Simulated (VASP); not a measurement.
# O2 in VASP: single point with LDA

Aim: the single point of O2 with LDA.

Program: VASP 6.6.1. These are calculated values, not measurements. Logs are shortened: lines on timing, memory, paths and dates and some standing lists are left out, and cuts for length are marked.

## Step 1: The cell of the first run

The cell holds a molecule in a box, 2 atoms: a = 9.000 Å, b = 9.500 Å, c = 10.000 Å, α = 90.00°, β = 90.00°, γ = 90.00°.

## Step 2: Single point, LDA, collinear spin, ferromagnetic start

INCAR reads:

```
PREC = Accurate
ENCUT = 520
EDIFF = 1E-6
ISMEAR = -1
SIGMA = 0.02
LREAL = F
LASPH = T
NELM = 200
ALGO = Normal
ISIF = 2
LWAVE = F
LCHARG = F
ISPIN = 2
MAGMOM = 1 1
LORBIT = 11
GGA = CA
NBANDS = 17
GGA_COMPAT = F
NELMDL = -8
```

KPOINTS reads:

```
Automatic mesh
0
Gamma
  1 1 1
```

POSCAR reads:

```
O
1.0
    9.0000000000      0.0000000000      0.0000000000
    0.0000000000      9.5000000000      0.0000000000
    0.0000000000      0.0000000000     10.0000000000
O
2
Direct
    0.5000000000      0.5000000000      0.4400106390
    0.5000000000      0.5000000000      0.5599893610
```

Potentials or basis: VASP PAW LDA potentials, release 64 (O).

Started as:

```bash
> cat potpaw_LDA.64/O/POTCAR > POTCAR
> mpirun -np 1 vasp_gam > vasp.out
```

OUTCAR:

```text
PREC = Accurate
   ENCUT = 520
   EDIFF = 1E-6
   ISMEAR = -1
   LREAL = F
   LASPH = T
   NELM = 200
   ISIF = 2
   ISPIN = 2
   LORBIT = 11
   GGA = CA
   NELMDL = -8

 ion  position               nearest neighbor table
   1  0.500  0.500  0.440-   2 1.20
   2  0.500  0.500  0.560-   1 1.20

  LATTYP: Found a simple orthorhombic cell.
 ALAT       =     9.0000000000
 B/A-ratio  =     1.0555555556
 C/A-ratio  =     1.1111111111

  Lattice vectors:

 A1 = (   9.0000000000,   0.0000000000,   0.0000000000)
 A2 = (   0.0000000000,   9.5000000000,   0.0000000000)
 A3 = (   0.0000000000,   0.0000000000,  10.0000000000)

Analysis of symmetry for initial positions (statically):
=====================================================================
 Subroutine PRICEL returns:
 Original cell was already a primitive cell.

 Routine SETGRP: Setting up the symmetry group for a
 simple orthorhombic supercell.

 Subroutine GETGRP returns: Found  8 space group operations
 (whereof  8 operations were pure point group operations)
 out of a pool of  8 trial point group operations.

The static configuration has the point symmetry D_2h.

Analysis of symmetry for dynamics (positions and initial velocities):
=====================================================================
 Subroutine PRICEL returns:
 Original cell was already a primitive cell.

 Routine SETGRP: Setting up the symmetry group for a
 simple orthorhombic supercell.

 Subroutine GETGRP returns: Found  8 space group operations
 (whereof  8 operations were pure point group operations)
 out of a pool of  8 trial point group operations.

The dynamic configuration has the point symmetry D_2h.

Analysis of structural, dynamic, and magnetic symmetry:
=====================================================================
 Subroutine PRICEL returns:
 Original cell was already a primitive cell.

 Routine SETGRP: Setting up the symmetry group for a
 simple orthorhombic supercell.

 Subroutine GETGRP returns: Found  8 space group operations
 (whereof  8 operations were pure point group operations)
 out of a pool of  8 trial point group operations.

The overall configuration has the point symmetry D_2h.

 Subroutine INISYM returns: Found  8 space group operations
 (whereof  8 operations are pure point group operations),
 and found     1 'primitive' translations

----------------------------------------------------------------------------------------

                                     Primitive cell

  volume of cell :     855.0000

  direct lattice vectors                    reciprocal lattice vectors
     9.000000000  0.000000000  0.000000000     0.111111111  0.000000000  0.000000000
     0.000000000  9.500000000  0.000000000     0.000000000  0.105263158  0.000000000
     0.000000000  0.000000000 10.000000000     0.000000000  0.000000000  0.100000000

  length of vectors
     9.000000000  9.500000000 10.000000000     0.111111111  0.105263158  0.100000000

  position of ions in fractional coordinates (direct lattice)
     0.500000000  0.500000000  0.440010639
     0.500000000  0.500000000  0.559989361

  ion indices of the primitive-cell ions
   primitive index   ion index
                 1           1
                 2           2

----------------------------------------------------------------------------------------

 KPOINTS: Automatic mesh

Automatic generation of k-mesh.
 Grid dimensions read from file:
 generate k-points for:    1    1    1

 Generating k-lattice:

  Cartesian coordinates                     Fractional coordinates (reciprocal lattice)
     0.111111111  0.000000000  0.000000000     1.000000000  0.000000000  0.000000000
     0.000000000  0.105263158  0.000000000     0.000000000  1.000000000  0.000000000
     0.000000000  0.000000000  0.100000000     0.000000000  0.000000000  1.000000000

  Length of vectors
     0.111111111  0.105263158  0.100000000

  Shift w.r.t. Gamma in fractional coordinates (k-lattice)
     0.000000000  0.000000000  0.000000000

 Subroutine IBZKPT returns following result:
 ===========================================

 Found      1 irreducible k-points:

 Following reciprocal coordinates:
            Coordinates               Weight
  0.000000  0.000000  0.000000      1.000000
   k-points           NKPTS =      1   k-points in BZ     NKDIM =      1   number of bands    NBANDS=     17
   number of dos      NEDOS =    301   number of ions     NIONS =      2
   total plane-waves  NPLWV = 403200
   dimension x,y,z NGX =    70 NGY =   72 NGZ =   80
   dimension x,y,z NGXF=   140 NGYF=  144 NGZF=  160
   ions per type =               2
   NGX,Y,Z   is equivalent  to a cutoff of  12.93, 12.60, 13.30 a.u.
   NGXF,Y,Z  is equivalent  to a cutoff of  25.86, 25.20, 26.60 a.u.
 SYSTEM =  unknown system
   PREC   = accura    normal or accurate (medium, high low for compatibility)
   ISTART =      0    job   : 0-new  1-cont  2-samecut
   ICHARG =      2    charge: 1-file 2-atom 10-const
   ISPIN  =      2    spin polarized calculation?
   LNONCOLLINEAR =      F non collinear calculations
   LSORBIT =      F    spin-orbit coupling
   LASPH  =      T    aspherical Exc in radial PAW
   ENCUT  =  520.0 eV  38.22 Ry    6.18 a.u.  16.73 17.66 18.59*2*pi/ulx,y,z
   NELM   =    200;   NELMIN=  2; NELMDL= -8     # of ELM steps
   EDIFF  = 0.1E-05   stopping-criterion for ELM
   LREAL  =      F    real-space projection
   EDIFFG = 0.1E-04   stopping-criterion for IOM
   NSW    =      0    number of steps for IOM
   IBRION =     -1    ionic relax: 0-MD 1-quasi-New 2-CG
   NFREE  =      0    steps in history (QN), initial steepest desc. (CG)
   ISIF   =      2    stress and relaxation
   ISYM   =      2    0-nonsym 1-usesym 2-fastsym
   POTIM  = 0.5000    time-step for ionic-motion
   TEBEG  =    0.0;   TEEND  =   0.0 temperature during run
   PSTRESS=    0.0 pullay stress
   NELECT =      12.0000    total number of electrons
   NUPDOWN=      -1.0000    fix difference up-down
   EMIN   =  10.00;   EMAX   =-10.00  energy-range for DOS
   EFERMI =   0.00;   METHOD = LEGACY
   ISMEAR =    -1;   SIGMA  =   0.02  broadening in eV -4-tet -1-fermi 0-gaus
   EFERMI_NEDOS =   21; number of points for ismear=-14 and -15
   IALGO  =     38    algorithm
   IMIX   =      4    mixing-type and parameters
     AMIX     =   0.40;   BMIX     =  1.00
     AMIX_MAG =   1.60;   BMIX_MAG =  1.00
  volume/ion in A,a.u.               =     427.50      2884.91
  Fermi-wavevector in a.u.,A,eV,Ry     =   0.394893  0.746240  2.121703  0.155941
  Thomas-Fermi vector in A             =   1.339966
   LORBIT       =     11    0 simple, 1 ext, 2 COOP (PROOUT), +10 PAW based schemes
   GGA     = CA    functional components
   LHFCALC =     F    Hartree Fock is set to
   AEXX    =    0.0000 exact exchange contribution
   IVDW    =     0    specifies the selected vdW correction
   LEPSILON=     F    determine dielectric tensor
   LRPA    =     F    only Hartree local field effects (RPA)
 spin polarized calculation
  energy-cutoff  :      520.00
  volume of cell :      855.00
 maximum number of plane-waves:     11510
 NGX is ok and might be reduce to    70
   NGX = 33   NGY = 35   NGZ = 37

 number of electron      12.0000002 magnetization       2.0000000

 Free energy of the ion-electron system (eV)
  ---------------------------------------------------
  ext. energy  EPLUGINS =         0.00000000
  ---------------------------------------------------
  free energy    TOTEN  =       -10.45764427 eV

  energy without entropy =      -10.45764427  energy(sigma->0) =      -10.45764427

 E-fermi :  -6.0925     XC(G=0):  -0.6128

 val. band max:       -6.6775037271   @ k =   0.0000   0.0000   0.0000
 cond. band min:      -4.7124265250   @ k =   0.0000   0.0000   0.0000
 fundamental gap:      1.9650772021
 Fermi energy:        -6.0925447735

 spin component 1

 k-point     1 :       0.0000    0.0000    0.0000
  band No.  band energies     occupation
      1     -33.1512      1.00000
      2     -20.0285      1.00000
      3     -13.6467      1.00000
      4     -13.6466      1.00000
      5     -13.6302      1.00000
      6      -6.6775      1.00000
[... 9 lines left out ...]
     16       2.8964      0.00000
     17       2.9095      0.00000
 Fermi energy:        -6.0925447735

 spin component 2

 k-point     1 :       0.0000    0.0000    0.0000
  band No.  band energies     occupation
      1     -31.9339      1.00000
      2     -18.4088      1.00000
      3     -12.5341      1.00000
      4     -12.0011      1.00000
      5     -12.0011      1.00000
      6      -4.7124      0.00000
[... 9 lines left out ...]
     16       2.9484      0.00000
     17       2.9536      0.00000

------------------------ aborting loop because EDIFF is reached ----------------------------------------

  FORCE on cell =-STRESS in cart. coord.  units (eV):
  Direction    XX          YY          ZZ          XY          YZ          ZX
  --------------------------------------------------------------------------------------
  -------------------------------------------------------------------------------------
  Total       -0.0684572     -0.0683653      2.0633724      0.0000000      0.0000000      0.0000000
  in kB       -0.1282813     -0.1281092      3.8665361      0.0000000      0.0000000      0.0000000
  external PRESSURE =       1.2033819 kB  Pullay stress =       0.0000000 kB

 VOLUME and BASIS-vectors are now :
 -----------------------------------------------------------------------------
  energy-cutoff  :      520.00
  volume of cell :      855.00
      direct lattice vectors                 reciprocal lattice vectors
     9.000000000  0.000000000  0.000000000     0.111111111  0.000000000  0.000000000
     0.000000000  9.500000000  0.000000000     0.000000000  0.105263158  0.000000000
     0.000000000  0.000000000 10.000000000     0.000000000  0.000000000  0.100000000

 POSITION                                       TOTAL-FORCE (eV/Angst)
 -----------------------------------------------------------------------------------
      4.50000      4.75000      4.40011         0.000000      0.000000     -1.788225
      4.50000      4.75000      5.59989         0.000000      0.000000      1.788225
 -----------------------------------------------------------------------------------
    total drift:                                0.000000      0.000000      0.000000

  FREE ENERGIE OF THE ION-ELECTRON SYSTEM (eV)
  ---------------------------------------------------
  free  energy   TOTEN  =       -10.4576442680 eV

  energy  without entropy=      -10.4576442680  energy(sigma->0) =      -10.45764427

 total charge

# of ion       s       p       d       tot
------------------------------------------
    1        1.602   3.322   0.000   4.924
    2        1.602   3.322   0.000   4.924
--------------------------------------------------
tot          3.205   6.643   0.000   9.848

 magnetization (x)

# of ion       s       p       d       tot
------------------------------------------
    1        0.008   0.795   0.000   0.803
    2        0.008   0.795   0.000   0.803
--------------------------------------------------
tot          0.016   1.590   0.000   1.606
```

Wall time 1.8 min (1 thread of Intel Xeon 8259CL, shared host); peak memory 0.64 GiB.

Results:

```yaml
Free_energy: -10.4576 eV
Largest_force: 1.788 eV/Å
Gap_between_the_frontier_levels: 1.97 eV
Net_moment: 2.00 μB per cell
Site_moments: O +0.80 μB
Valence_electrons_inside_the_program's_atomic_spheres: O 4.92
```

Forces on the atoms (eV/Å):
```
O    0.000  0.000 -1.788
O    0.000  0.000  1.788
```

Caveat: the standard files for N, O and F lose accuracy on very short bonds.
